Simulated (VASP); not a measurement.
Write the native input for VASP 6.6.1 that does the following.

```
Task                   : relaxation of the atoms
Functional             : PBEsol
Potentials or basis    : VASP PAW PBE potentials, release 64 (N)
Cutoff                 : 520 eV
k mesh                 : 1 × 1 × 1
Occupations            : fermi-dirac, width 0.05 eV
Spin                   : no spin polarisation
Dipole correction      : no
Further INCAR settings : ALGO = Normal; EDIFF = 1e-06; IBRION = 2; EDIFFG = -0.01; NSW = 80
```

The structure of N2 lies in POSCAR:

```
N
1.0
    9.0000000000      0.0000000000      0.0000000000
    0.0000000000      9.5000000000      0.0000000000
    0.0000000000      0.0000000000     10.0000000000
N
2
Direct
    0.5000000000      0.5000000000      0.4445000000
    0.5000000000      0.5000000000      0.5555000000
```

These files were run (other wordings do the same):

INCAR

```
ALGO = Normal
EDIFF = 1E-6
EDIFFG = -0.01
ENCUT = 520
GGA = PS
IBRION = 2
ISIF = 2
ISMEAR = -1
LASPH = True
LCHARG = False
LREAL = False
LWAVE = False
NELM = 60
NSW = 80
PREC = Accurate
SIGMA = 0.05
```

KPOINTS

```
k-points
0
Gamma
  1 1 1
```

Potentials or basis: VASP PAW PBE potentials, release 64 (N).

The run is started by

```bash
$ cat potpaw_PBE.64/N/POTCAR > POTCAR
$ mpirun -np 1 vasp_gam > vasp.out
```

It gave:

```json
{"Energy gained by relaxing": "0.1 meV/atom", "Ionic steps": "3", "Gap between the frontier levels": "8.05 eV"}
```

Caveat: the standard files for N, O and F lose accuracy on very short bonds.

Run time: 99 s on 1 thread of Intel(R) Xeon(R) Platinum 8375C CPU @ 2.90GHz (Ice Lake) (shared host), peak memory 0.78 GiB.
